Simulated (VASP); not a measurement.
Here is a VASP 6.6.1 calculation.

The input INCAR:

```
PREC = Accurate
ENCUT = 600
EDIFF = 1E-6
ISMEAR = -1
SIGMA = 0.0119
LREAL = False
LASPH = True
NELM = 120
ALGO = Normal
ISIF = 2
LWAVE = False
LCHARG = True
GGA = PE
LELF = True
LVHAR = True
NBANDS = 42
GGA_COMPAT = False
```

File KPOINTS:

```
Automatic mesh
0
Gamma
  4 4 4
```

File POSCAR:

```
K2BF6
1.0
    0.0000000000      4.0133730000      4.0133730000
    4.0133730000      0.0000000000      4.0133730000
    4.0133730000      4.0133730000      0.0000000000
F B K
6 1 2
Direct
    0.7932500000      0.2067500000      0.2067500000
    0.2067500000      0.7932500000      0.2067500000
    0.2067500000      0.7932500000      0.7932500000
    0.7932500000      0.2067500000      0.7932500000
    0.2067500000      0.2067500000      0.7932500000
    0.7932500000      0.7932500000      0.2067500000
    0.0000000000      0.0000000000      0.0000000000
    0.2500000000      0.2500000000      0.2500000000
    0.7500000000      0.7500000000      0.7500000000
```

Potentials or basis: VASP PAW PBE potentials, release 64 (F, B, K_sv).

The run is started by

```bash
$ cat potpaw_PBE.64/F/POTCAR potpaw_PBE.64/B/POTCAR potpaw_PBE.64/K_sv/POTCAR > POTCAR
$ mpirun -np 1 vasp_std > vasp.out
```

Estimate the largest force.

0.792 eV/Å.

Predict the band gap on the k mesh.

zero (an odd number of electrons rules out a gap without spin polarisation).

Forces on the atoms (eV/Å):
```
F   -0.792  0.000  0.000
F    0.000 -0.792  0.000
F    0.792  0.000  0.000
F    0.000  0.792  0.000
F    0.000  0.000 -0.792
F    0.000  0.000  0.792
B    0.000  0.000  0.000
K    0.000  0.000  0.000
K    0.000  0.000  0.000
```

Caveat: an odd number of electrons without spin polarisation forces a metal; a magnetic or distorted state may lie lower.
